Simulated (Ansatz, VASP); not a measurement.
# Si4N in VASP and in Ansatz

```
Si N
1.0
    -2.72763    2.72763    2.72763
     2.72763   -2.72763    2.72763
     2.72763    2.72763   -2.72763
Si N
4 1
Direct
  0.00000 0.63058 0.00000
  0.36942 0.36942 0.36942
  0.00000 0.00000 0.63058
  0.63058 0.00000 0.00000
  0.00000 0.00000 0.00000
```

Change from the starting cell: species swapped into the GeF4 type (I-43m, No. 217).

Alike in both runs: task single point; functional PBE; k mesh 4 × 4 × 4; occupations gaussian, width 0.1 eV; no spin polarisation.

|  | VASP | Ansatz |
| --- | --- | --- |
| version | VASP 6.6.1 | Ansatz 0.2.0 |
| potentials or method | VASP PAW PBE potentials, release 64 (Si, N), cutoff 520 eV | scalar-relativistic, plane waves, PAW |
| valence electrons in the cell | 21 | 21 |

|  | VASP | Ansatz | Ansatz less VASP |
| --- | --- | --- | --- |
| gap on the k mesh at the Fermi level (eV) | none | none | - |
| pressure (GPa) | 4.9 | 5.0 | +0.11 |
| rms of the force components (eV/Å) | 1.696 | 1.707 | +0.0113 |

Atom by atom the forces differ by 0.011 eV/Å (rms over components). A gap of «none» marks a metal or a gap that the smearing closes.

The k mesh is coarse, so the values compare programs but aren't converged.
